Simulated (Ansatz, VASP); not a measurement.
## Two plane-wave programs on Mo6CO

Contents of INCAR:

```
PREC = Accurate
ENCUT = 520
EDIFF = 1E-6
ISMEAR = 0
SIGMA = 0.1
LREAL = F
LASPH = T
NELM = 100
ALGO = Normal
ISIF = 2
LWAVE = F
LCHARG = T
LDIPOL = T
IDIPOL = 3
DIPOL = 0.5 0.5 0.329
GGA = PE
LELF = T
LVHAR = T
LVACPOTAV = T
NBANDS = 57
```

Contents of KPOINTS:

```
Automatic mesh
0
Gamma
  6 6 1
```

Contents of POSCAR:

```
Mo6CO
1.0
    4.4695765303      0.0000000000      0.0000000000
   -2.2347882651      3.8707668194      0.0000000000
    0.0000000000      0.0000000000     22.2595667262
Mo C O
6 1 1
Direct
    0.6666666667      0.3333333333      0.1796980170
    0.3333333333      0.6666666667      0.2206848206
    0.0000000000      0.0000000000      0.2616716241
    0.6666666667      0.3333333333      0.2990464568
    0.3333333333      0.6666666667      0.3355219825
    0.0000000000      0.0000000000      0.3710569405
    0.1666666667      0.3333333333      0.4636014193
    0.2726203322      0.5452406645      0.5004504683
```

Input for Ansatz:

```yaml
crystal:
  lattice:
    - [4.4695765303, 0.0, 0.0]
    - [-2.2347882651, 3.8707668194, 0.0]
    - [0.0, 0.0, 22.2595667262]
  atoms:
    - { symbol: Mo, position: [0.6666666667, 0.3333333333, 0.179698017] }
    - { symbol: Mo, position: [0.3333333333, 0.6666666667, 0.2206848206] }
    - { symbol: Mo, position: [0.0, 0.0, 0.2616716241] }
    - { symbol: Mo, position: [0.6666666667, 0.3333333333, 0.2990464568] }
    - { symbol: Mo, position: [0.3333333333, 0.6666666667, 0.3355219825] }
    - { symbol: Mo, position: [0.0, 0.0, 0.3710569405] }
    - { symbol: C, position: [0.1666666667, 0.3333333333, 0.4636014193] }
    - { symbol: O, position: [0.2726203322, 0.5452406645, 0.5004504683] }
basis:
  ecutwfc: 420
kpoints:
  mp_grid: { grid: [6, 6, 1] }
hamiltonian:
  xc: pbe
  pseudopotentials: { kind: paw, azcp: { folder: soft_1 } }
scf:
  occupations: { method: gaussian, width: 0.1 }
output:
  forces: true
  eigenvalues: true
  write_density: true
  write_potential: true
  elf: true
  volumetric_format: npy
efield:
  axis: 3
  dipole_correction: true
  ramp_width: 0.04
```

Alike in both runs: task single point; functional PBE; k mesh 6 × 6 × 1; occupations gaussian, width 0.1 eV; no spin polarisation.

|  | VASP | Ansatz |
| --- | --- | --- |
| version | VASP 6.6.1 | Ansatz 0.2.0 |
| potentials or method | VASP PAW PBE potentials, release 64 (Mo_sv, C, O), cutoff 520 eV | scalar-relativistic, plane waves, PAW |
| valence electrons in the cell | 94 | 94 |

Ansatz gave:

- rms of the force components (eV/Å): 0.742

Problem. What did VASP give for the same quantities?

Solution. rms of the force components (eV/Å): 0.748.

Atom by atom the forces differ by 0.226 eV/Å (rms over components). Ansatz's warnings: xc potential rough in thin density.

Noted on VASP's run: the standard files for N, O and F lose accuracy on very short bonds.
